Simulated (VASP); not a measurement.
Here is a VASP 6.6.1 calculation.

Contents of INCAR:

```
SYSTEM = Li2Pd
  ALGO = Normal
  EDIFF = 1E-7
  EDIFFG = -0.001
  ENCUT = 600
  GGA = CA
  IBRION = 2
  ISIF = 3
  ISMEAR = -1
  LASPH = .True.
  LCHARG = .False.
  LREAL = .False.
  LWAVE = .False.
  NELM = 60
  NSW = 80
  PREC = Accurate
  SIGMA = 0.15
```

The input KPOINTS:

```
k-points
0
Gamma
  12 12 16
  0 0 0
```

File POSCAR:

```
Li2Pd
1.0
    4.1208080040      0.0000000000      0.0000000000
   -2.0604040020      3.5687244156      0.0000000000
    0.0000000000      0.0000000000      2.6267620949
Li Pd
2 1
Direct
    0.3333333333      0.6666666667      0.5000000000
    0.6666666667      0.3333333333      0.5000000000
    0.0000000000      0.0000000000      0.0000000000
```

Potentials or basis: VASP PAW LDA potentials, release 64 (Li_sv, Pd).

The run is started by

```sh
$ cat potpaw_LDA.64/Li_sv/POTCAR potpaw_LDA.64/Pd/POTCAR > POTCAR
$ mpirun -np 1 vasp_std > vasp.out
```

Q: Estimate the relaxed cell.

A: a = 4.120 Å, b = 4.120 Å, c = 2.629 Å, α = 90.00°, β = 90.00°, γ = 120.00°.

Q: What does it give for the relaxed volume?

A: 12.88 Å³/atom.

Q: What does it give for the band gap on the k mesh?

A: Zero (bands 8 and 9 overlap by 2.56 eV).

Final structure:
```
Li Pd
1.0
     4.12034    0.00000    0.00000
    -2.06017    3.56832    0.00000
     0.00000    0.00000    2.62898
Li Pd
2 1
Direct
  0.33333 0.66667 0.50000
  0.66667 0.33333 0.50000
  0.00000 0.00000 0.00000
```

Caveat: the cutoff is under 1.25 times the usual one of these potentials, so pressure, stress and relaxed cells hold a basis-set (Pulay) error.
